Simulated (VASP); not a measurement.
Wanted: the native input for a VASP 6.6.1 run.

* Task: single point
* Functional: r2SCAN
* Potentials or basis: VASP PAW PBE potentials, release 64 (Mg, S)
* Cutoff: 580 eV
* k mesh: 2 × 2 × 2
* Occupations: fermi-dirac, width 0.02 eV
* Spin: no spin polarisation
* Dipole correction: no
* Further INCAR settings: ALGO = Normal; EDIFF = 1e-06; NBANDS = 46

Crystal: MgS.

```
Mg S
1.0
     0.00000    5.20304    5.20304
     5.20304    0.00000    5.20304
     5.20304    5.20304    0.00000
Mg S
8 8
Cartesian
  -0.0050 -0.0637 0.0008
  2.5271 2.5448 -0.0056
  2.5709 -0.0347 2.6492
  5.2562 2.6319 2.6102
  0.0428 2.6075 2.6545
  2.6291 5.1720 2.5795
  2.5959 2.6021 5.2609
  5.2891 5.1430 5.1211
  2.6622 2.6111 2.5963
  5.1524 5.2357 2.5766
  5.2095 2.5988 5.2246
  7.7764 5.1608 5.1641
  2.6070 5.1727 5.2063
  5.1488 7.8626 5.2038
  5.1939 5.2230 7.8536
  7.8564 7.7949 7.8959
```

One way to write it, as run:

POSCAR

```
MgS
1.0
    0.0000000000      5.2030354798      5.2030354798
    5.2030354798      0.0000000000      5.2030354798
    5.2030354798      5.2030354798      0.0000000000
Mg S
8 8
Direct
   -0.0055643480      0.0057194498     -0.0066788897
    0.0011666267     -0.0022394620      0.4879344010
    0.0041978380      0.5049751266     -0.0108579886
   -0.0013489241      0.5030218437      0.5071907563
    0.5015625994      0.0086290013     -0.0004072623
    0.4922396762      0.0035197723      0.5017898706
    0.5061557835      0.5049645558     -0.0060531011
    0.4780814987      0.5061658738      0.5103843728
    0.2445860700      0.2544174463      0.2572515612
    0.2555994487      0.2396057080      0.7506714139
    0.2511871205      0.7529569066      0.2482832387
    0.2449005979      0.7476123342      0.7469855847
    0.7468829523      0.2537527382      0.2472926631
    0.7608646943      0.2392839728      0.7502902902
    0.7575126126      0.7519147265      0.2463252471
    0.7528661904      0.7646906340      0.7452790808
```

INCAR.step1

```
SYSTEM = MgS
PREC     = Accurate       ! precision mode
ENCUT    = 580            ! plane-wave cutoff, eV
ISMEAR   = -1             ! smearing method
SIGMA    = 0.02           ! smearing width, eV
LREAL    = .False.        ! projectors in reciprocal space
LASPH    = .True.         ! aspherical terms in the spheres
NELM     = 120            ! most SCF steps
NBANDS   = 46             ! bands
GGA      = PE             ! functional
ALGO     = Normal         ! electronic algorithm
EDIFF    = 1E-5           ! SCF threshold, eV
LWAVE    = .True.         ! write WAVECAR
LCHARG   = .False.        ! write CHGCAR
GGA_COMPAT= .False.
```

INCAR.step2

```
SYSTEM = MgS
PREC     = Accurate       ! precision mode
ENCUT    = 580            ! plane-wave cutoff, eV
EDIFF    = 1E-6           ! SCF threshold, eV
ISMEAR   = -1             ! smearing method
SIGMA    = 0.02           ! smearing width, eV
LREAL    = .False.        ! projectors in reciprocal space
LASPH    = .True.         ! aspherical terms in the spheres
NELM     = 120            ! most SCF steps
ALGO     = Normal         ! electronic algorithm
ISIF     = 2              ! what is computed and relaxed
LWAVE    = .False.        ! write WAVECAR
LCHARG   = .False.        ! write CHGCAR
METAGGA  = R2SCAN         ! meta-GGA
LMIXTAU  = .True.       
NBANDS   = 46             ! bands
ISTART   = 1            
GGA_COMPAT= .False.
```

KPOINTS

```
Automatic mesh
0
Gamma
  2 2 2
  0 0 0
```

Potentials or basis: VASP PAW PBE potentials, release 64 (Mg, S).

Launch:

```sh
$ cat potpaw_PBE.64/Mg/POTCAR potpaw_PBE.64/S/POTCAR > POTCAR
$ cp INCAR.step1 INCAR
$ mpirun -np 1 vasp_std > vasp.out
$ cp INCAR.step2 INCAR
$ mpirun -np 1 vasp_std > vasp.out
```

Results of the run:

* Pressure: 0.2 GPa
* Largest force: 0.787 eV/Å
* Band gap on the k mesh: 3.36 eV

Caveat: the k points lie up to 0.52 Å⁻¹ apart; the atoms stand as in a frame of molecular dynamics; the PAW data sets were made with another functional, which shifts forces and pressure a little.

It took 4.5 min on 1 thread of Intel(R) Xeon(R) 6975P-C (Granite Rapids), with other jobs on the host, peak memory 0.58 GiB.
